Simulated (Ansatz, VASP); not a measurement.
## Al: VASP beside Ansatz

INCAR

```
SYSTEM = Al
PREC = Accurate
ENCUT = 500
EDIFF = 1E-6
ISMEAR = 0
SIGMA = 0.1
LREAL = .False.
LASPH = .True.
NELM = 120
ALGO = Normal
ISIF = 2
LWAVE = .False.
LCHARG = .False.
GGA = LIBXC
LIBXC1 = GGA_X_PBE_SOL
LIBXC2 = GGA_C_PBE
NBANDS = 8
GGA_COMPAT = .False.
```

The input KPOINTS:

```
regular mesh
0
Gamma
  11 11 11
  0 0 0
```

Contents of POSCAR:

```
Al
1.0
    0.0000000000      2.0248050000      2.0248050000
    2.0248050000      0.0000000000      2.0248050000
    2.0248050000      2.0248050000      0.0000000000
Al
1
Direct
    0.0000000000      0.0000000000      0.0000000000
```

input.yaml

```yaml
crystal:
  lattice: { a: 4.04961, b: 4.04961, c: 4.04961, alpha: 90.0, beta: 90.0, gamma: 90.0 }
  space_group: 225
  setting: { hermann_mauguin: Fm-3m }
  reduce_to_primitive: true
  atoms:
    - { symbol: Al, position: [0.0, 0.0, 0.0] }
kpoints:
  mp_grid: { grid: [11, 11, 11] }
scf:
  occupations: { method: gaussian, width: 0.1 }
hamiltonian:
  xc: { exchange: pbesol, correlation: pbe }
  pseudopotentials: { kind: all_electron, lapw: { basis_error: 0.0005 } }
output:
  forces: true
  stress: true
  eigenvalues: true
```

Alike in both runs: task single point; functional pbesol exchange, pbe correlation; k mesh 11 × 11 × 11; occupations gaussian, width 0.1 eV; no spin polarisation.

|  | VASP | Ansatz |
| --- | --- | --- |
| version | VASP 6.6.1 | Ansatz 0.2.0 |
| potentials or method | VASP PAW PBE potentials, release 64 (Al), cutoff 500 eV | all-electron LAPW, scalar-relativistic |

|  | VASP | Ansatz | Ansatz less VASP |
| --- | --- | --- | --- |
| gap on the k mesh at the Fermi level (eV) | none | none | - |
| pressure (GPa) | -2.5 | -2.5 | -0.01 |

VASP's potentials were made for PBE, not for pbesol exchange, pbe correlation. A gap of «none» marks a metal or a gap that the smearing closes. Ansatz ran all-electron here, and VASP with PAW potentials.
